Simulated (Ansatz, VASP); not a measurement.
## Two plane-wave programs on B3C2

File INCAR:

```
PREC = Accurate
ENCUT = 600
EDIFF = 1E-7
ISMEAR = 0
SIGMA = 0.1
LREAL = False
LASPH = True
NELM = 80
ALGO = Normal
ISIF = 3
LWAVE = False
LCHARG = False
GGA = PE
IBRION = 2
NSW = 100
EDIFFG = -0.01
```

The input KPOINTS:

```
regular mesh
0
Gamma
  12 12 8
```

The input POSCAR:

```
B3C2
1.0
    3.9582542250      0.0000000000      0.0000000000
   -1.9791271125      3.4279487135      0.0000000000
    0.0000000000      0.0000000000      5.0904289470
B C
6 4
Direct
    0.7121869373      0.6537850162      0.2500000000
    0.6537850162      0.9415980789      0.7500000000
    0.9415980789      0.2878130627      0.2500000000
    0.0584019211      0.7121869373      0.7500000000
    0.2878130627      0.3462149838      0.7500000000
    0.3462149838      0.0584019211      0.2500000000
    0.6666666667      0.3333333333      0.7500000000
    0.3333333333      0.6666666667      0.2500000000
    0.0000000000      0.0000000000      0.5000000000
    0.0000000000      0.0000000000      0.0000000000
```

Input for Ansatz:

```yaml
crystal:
  lattice:
    - [3.958254225, 0.0, 0.0]
    - [-1.9791271125, 3.4279487135, 0.0]
    - [0.0, 0.0, 5.090428947]
  atoms:
    - { symbol: B, position: [0.7121869373, 0.6537850162, 0.25] }
    - { symbol: B, position: [0.6537850162, 0.9415980789, 0.75] }
    - { symbol: B, position: [0.9415980789, 0.2878130627, 0.25] }
    - { symbol: B, position: [0.0584019211, 0.7121869373, 0.75] }
    - { symbol: B, position: [0.2878130627, 0.3462149838, 0.75] }
    - { symbol: B, position: [0.3462149838, 0.0584019211, 0.25] }
    - { symbol: C, position: [0.6666666667, 0.3333333333, 0.75] }
    - { symbol: C, position: [0.3333333333, 0.6666666667, 0.25] }
    - { symbol: C, position: [0.0, 0.0, 0.5] }
    - { symbol: C, position: [0.0, 0.0, 0.0] }
basis:
  ecutwfc: 420
kpoints:
  mp_grid: { grid: [12, 12, 8] }
hamiltonian:
  xc: pbe
scf:
  occupations: { method: gaussian, width: 0.1 }
output:
  forces: true
  stress: true
  eigenvalues: true
relax:
  adjacent_minimum: "off"
  f_tol: 0.01
  max_steps: 80
  cell: { stress_tol: 0.05 }
```

Change from the starting cell: species swapped into the Er3Ru2 type (P6_3/m, No. 176).

Alike in both runs: task relaxation of cell and atoms; functional PBE; k mesh 12 × 12 × 8; occupations gaussian, width 0.1 eV; no spin polarisation.

|  | VASP | Ansatz |
| --- | --- | --- |
| version | VASP 6.6.1 | Ansatz 0.2.0 |
| potentials or method | VASP PAW PBE potentials, release 64 (B, C), cutoff 600 eV | scalar-relativistic, plane waves, PAW |
| valence electrons in the cell | 34 | 34 |

Ansatz gave:

- gap on the k mesh at the Fermi level, each at its own relaxed structure (eV): none
- relaxed volume (Å³/atom): 6.90
- relaxed length of the cell vector where the two differ most in proportion (Å): 5.090

**Question.** Which values does VASP return?

**Answer.** gap on the k mesh at the Fermi level, each at its own relaxed structure (eV): none; relaxed volume (Å³/atom): 6.90; relaxed length of the cell vector where the two differ most in proportion (Å): 5.088.

A gap of «none» marks a metal or a gap that the smearing closes.
